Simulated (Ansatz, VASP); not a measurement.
## Ti3Al in VASP and in Ansatz

INCAR

```
SYSTEM = Ti3Al
PREC     = Accurate       ! precision mode
ENCUT    = 520            ! plane-wave cutoff, eV
EDIFF    = 1E-7           ! SCF threshold, eV
ISMEAR   = -1             ! smearing method
SIGMA    = 0.05           ! smearing width, eV
LREAL    = .FALSE.        ! projectors in reciprocal space
LASPH    = .TRUE.         ! aspherical terms in the spheres
NELM     = 60             ! most SCF steps
ALGO     = Fast           ! electronic algorithm
ISIF     = 2              ! what is computed and relaxed
LWAVE    = .FALSE.        ! write WAVECAR
LCHARG   = .TRUE.         ! write CHGCAR
GGA      = CA             ! functional
LELF     = .TRUE.         ! ELF
LVHAR    = .TRUE.       
NBANDS   = 28             ! bands
```

Contents of KPOINTS:

```
regular mesh
0
G
  10 10 3
  0 0 0
```

File POSCAR:

```
Ti3Al
1.0
    2.9275422229      0.0000000000      0.0000000000
   -1.4637711114      2.5353259357      0.0000000000
    0.0000000000      0.0000000000      9.2263620000
Ti Al
3 1
Direct
    0.3333333333      0.6666666667      0.2494060000
    0.3333333333      0.6666666667      0.7505940000
    0.6666666667      0.3333333333      0.0000000000
    0.6666666667      0.3333333333      0.5000000000
```

File input.yaml:

```yaml
crystal:
  lattice:
    - [2.9275422229, 0.0, 0.0]
    - [-1.4637711114, 2.5353259357, 0.0]
    - [0.0, 0.0, 9.226362]
  atoms:
    - { symbol: Ti, position: [0.3333333333, 0.6666666667, 0.249406] }
    - { symbol: Ti, position: [0.3333333333, 0.6666666667, 0.750594] }
    - { symbol: Ti, position: [0.6666666667, 0.3333333333, 0.0] }
    - { symbol: Al, position: [0.6666666667, 0.3333333333, 0.5] }
kpoints:
  mp_grid: { grid: [10, 10, 3] }
  band_path:
    path:
      - [0.0, 0.0, 0.0]
      - [0.5, 0.0, 0.0]
      - [0.3333333333, 0.3333333333, 0.0]
      - [0.0, 0.0, 0.0]
      - [0.0, 0.0, 0.5]
      - [0.5, 0.0, 0.5]
      - [0.3333333333, 0.3333333333, 0.5]
      - [0.0, 0.0, 0.5]
    npoints: 6
scf:
  occupations: { method: fermi_dirac, width: 0.05 }
hamiltonian:
  xc: lda
  pseudopotentials: { kind: all_electron, lapw: { basis_error: 0.002 } }
output:
  forces: true
  stress: true
  eigenvalues: true
```

Alike in both runs: functional LDA; k mesh 10 × 10 × 3; occupations fermi-dirac, width 0.05 eV; no spin polarisation.

|  | VASP | Ansatz |
| --- | --- | --- |
| version | VASP 6.6.1 | Ansatz 0.2.0 |
| potentials or method | VASP PAW LDA potentials, release 64 (Ti_sv, Al), cutoff 520 eV | all-electron LAPW, scalar-relativistic |
| task | single point | band structure |

```tsv
	VASP	Ansatz	Ansatz less VASP
gap on the k mesh at the Fermi level (eV)	none	none	-
pressure (GPa)	-7.1	-7.1	+0.01
traceless stress, the component that is largest in VASP (GPa)	0.06	0.02	-0.038
rms of the force components (eV/Å)	0.058	0.056	-0.0025
```

LDA's correlation is that of Perdew and Zunger in VASP and of Perdew and Wang (1992) in Ansatz. Atom by atom the forces differ by 0.003 eV/Å (rms over components). A gap of «none» marks a metal or a gap that the smearing closes. Ansatz ran all-electron here, and VASP with PAW potentials.
